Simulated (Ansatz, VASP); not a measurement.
**One calculation of Co, two programs**

```
Co
1.0
    -1.41457    1.39291    1.39216
     1.44298   -1.37513    1.40278
     1.41127    1.37182   -1.37438
Co
1
Direct
  0.00000 0.00000 0.00000
```

Alike in both runs: task single point; functional PBE; k mesh 11 × 11 × 11; occupations fermi-dirac, width 0.05 eV; collinear spin; fixed moment 4 μB.

|  | VASP | Ansatz |
| --- | --- | --- |
| version | VASP 6.6.1 | Ansatz 0.2.0 |
| potentials or method | VASP PAW PBE potentials, release 64 (Co) | Ansatz PAW |
| plane-wave cutoff (eV) | 520 | 420 |
| valence electrons in the cell | 9 | 17 |

|  | VASP | Ansatz | Ansatz less VASP |
| --- | --- | --- | --- |
| net moment per atom (μB) | 4.00 | 4.00 | 0.000 |
| size of the moment on the site where the two differ most (μB) | 3.72 | 3.45 | -0.270 |

Site moments also hang on the region over which each program counts them. The functional is the same, so the differences come from potentials, cutoffs and numerics. VASP's potentials hold 9 valence electrons a cell and Ansatz's 17, so a difference there can come from the potentials and not from the codes.
